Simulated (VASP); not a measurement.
Wanted: the native input for a VASP 6.6.1 run.

```yaml
Task: single point
Functional: PBEsol
Potentials_or_basis: VASP PAW PBE potentials, release 64 (Ge_d, Ga_d)
Cutoff: 520 eV
k_mesh: 7 × 7 × 7
Occupations: fermi-dirac, width 0.05 eV
Spin: no spin polarisation
Dipole_correction: no
Further_INCAR_settings: ALGO = Normal; EDIFF = 1e-06; NBANDS = 36
```

The structure of GaGe3 lies in POSCAR:

```
GaGe3
1.0
    0.0000000000      3.3198201796      3.3198201796
    3.3198201796      0.0000000000      3.3198201796
    3.3198201796      3.3198201796      0.0000000000
Ge Ga
3 1
Direct
    0.5000000000      0.5000000000      0.5000000000
    0.7500000000      0.7500000000      0.7500000000
    0.2500000000      0.2500000000      0.2500000000
    0.0000000000      0.0000000000      0.0000000000
```

One way to write it, as run:

INCAR

```
SYSTEM = GaGe3
PREC = Accurate ; ENCUT = 520
EDIFF = 1E-6 ; ISMEAR = -1
SIGMA = 0.05 ; LREAL = .FALSE.
LASPH = .TRUE. ; NELM = 60
ALGO = Normal ; ISIF = 2
LWAVE = .FALSE. ; LCHARG = .FALSE.
GGA = PS ; NBANDS = 36
```

KPOINTS

```
regular mesh
0
G
  7 7 7
  0 0 0
```

Potentials or basis: VASP PAW PBE potentials, release 64 (Ge_d, Ga_d).

Command:

```sh
$ cat potpaw_PBE.64/Ge_d/POTCAR potpaw_PBE.64/Ga_d/POTCAR > POTCAR
$ mpirun -np 1 vasp_std > vasp.out
```

Results of the run:

```json
{
 "Pressure": "0.0 GPa",
 "Band gap on the k mesh": "zero (an odd number of electrons rules out a gap without spin polarisation)"
}
```

Caveat: the PAW data sets were made with another functional, which shifts forces and pressure a little.

It took 38 s on 1 thread of Intel(R) Xeon(R) Platinum 8488C (Sapphire Rapids), with other jobs on the host, peak memory 0.22 GiB.
